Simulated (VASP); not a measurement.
C: single point with r2SCAN

Crystal: C.

```
C
1.0
     0.00000    2.23144    3.48112
     1.26414    0.00000    3.48112
     1.26414    2.23144    0.00000
C
2
Direct
  0.19018 0.80982 0.19018
  0.80982 0.19018 0.80982
```

This cell differs from its parent crystal: functional r2SCAN, strained.

```yaml
Program: VASP 6.6.1
Task: single point
Functional: r2SCAN
Potentials_or_basis: VASP PAW PBE potentials, release 64 (C)
Cutoff: 520 eV
k_mesh: 14 × 14 × 14
Occupations: gaussian, width 0.02 eV
Spin: no spin polarisation
```

```yaml
Pressure: -12.6 GPa
Largest_force: 6.392 eV/Å
Band_gap_on_the_k_mesh: zero (band 4 reaches 3.82 eV, above the bottom of band 5 at 3.53 eV)
```

Forces on the atoms (eV/Å):
```
C    0.000 -6.392  0.000
C    0.000  6.392  0.000
```

Stress tensor (GPa, compression positive):
```
-10.60   0.00   0.00
  0.00 -27.85   0.00
  0.00   0.00   0.56
```

Levels at points of the mesh, in eV from the Fermi level:
| k point | band 1 | band 2 | band 3 | band 4 | band 5 | band 6 | band 7 | band 8 | band 9 |
| --- | --- | --- | --- | --- | --- | --- | --- | --- | --- |
| (0.00, 0.00, 0.00) | -20.21 | -6.66 | -6.19 | -0.02 | 3.75 | 4.53 | 11.07 | 11.22 | 12.24 |
| (0.50, 0.00, 0.00) | -14.89 | -14.42 | -5.48 | -1.80 | 0.56 | 5.35 | 12.65 | 13.21 | 19.39 |
| (0.50, 0.50, 0.00) | -19.97 | -8.36 | -6.22 | 0.04 | 3.81 | 10.25 | 10.84 | 11.41 | 12.09 |
| (0.50, 0.00, 0.50) | -16.07 | -11.84 | -8.07 | -3.26 | 4.94 | 6.56 | 10.83 | 11.82 | 16.59 |
| (0.00, 0.50, 0.50) | -15.89 | -11.66 | -8.11 | -4.39 | 3.10 | 6.25 | 13.02 | 15.98 | 16.77 |

Wall time 110 s on 1 thread of Intel(R) Xeon(R) 6975P-C (Granite Rapids), on a shared host, peak memory 0.19 GiB.

Caveat: the cell differs from its parent crystal (functional r2SCAN, strained); the PAW data sets were made with another functional, which shifts forces and pressure a little.
